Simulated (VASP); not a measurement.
Set up this calculation in VASP 6.6.1, as the native input.

| Item | Value |
| --- | --- |
| Task | single point |
| Functional | PBE |
| Potentials or basis | VASP PAW PBE potentials, release 64 (Si, O) |
| Cutoff | 520 eV |
| k mesh | 6 × 6 × 4 |
| Occupations | gaussian, width 0.05 eV |
| Spin | no spin polarisation |
| Dipole correction | no |
| Further INCAR settings | ALGO = Normal; EDIFF = 1e-07; NBANDS = 34 |

The structure of SiO2 lies in POSCAR:

```
SiO2
1.0
    5.1048960585      0.0000000000      0.0000000000
   -2.5524480292      4.4209696703      0.0000000000
    0.0000000000      0.0000000000      5.1379110507
Si O
3 6
Direct
    0.5000000000      0.0000000000      0.0000000000
    0.5000000000      0.5000000000      0.3333333333
    0.0000000000      0.5000000000      0.6666666667
    0.4159266453      0.2079633227      0.1666666667
    0.2079633227      0.4159266453      0.5000000000
    0.7920366773      0.2079633227      0.8333333333
    0.5840733547      0.7920366773      0.1666666667
    0.7920366773      0.5840733547      0.5000000000
    0.2079633227      0.7920366773      0.8333333333
```

This cell differs from its parent crystal: strain +0.000 along x and y, -0.080 along z.

The input as run:

INCAR

```
PREC = Accurate ; ENCUT = 520
EDIFF = 1E-7 ; ISMEAR = 0
SIGMA = 0.05 ; LREAL = False
LASPH = True ; NELM = 60
ALGO = Normal ; ISIF = 2
LWAVE = False ; LCHARG = False
GGA = PE ; NBANDS = 34
```

KPOINTS

```
Automatic mesh
0
Gamma
  6 6 4
```

Potentials or basis: VASP PAW PBE potentials, release 64 (Si, O).

The run is started by

```sh
$ cat potpaw_PBE.64/Si/POTCAR potpaw_PBE.64/O/POTCAR > POTCAR
$ mpirun -np 1 vasp_std > vasp.out
```

Results of the run:

```json
{
  "Pressure": "16.6 GPa",
  "Largest force": "0.572 eV/Å",
  "Band gap on the k mesh": "5.93 eV (least direct gap 6.37 eV)"
}
```

Caveat: the cell differs from its parent crystal (strain +0.000 along x and y, -0.080 along z); the cell stands under pressure.

It took 41 s on 1 thread of Intel(R) Xeon(R) 6975P-C (Granite Rapids), with other jobs on the host, peak memory 0.25 GiB.
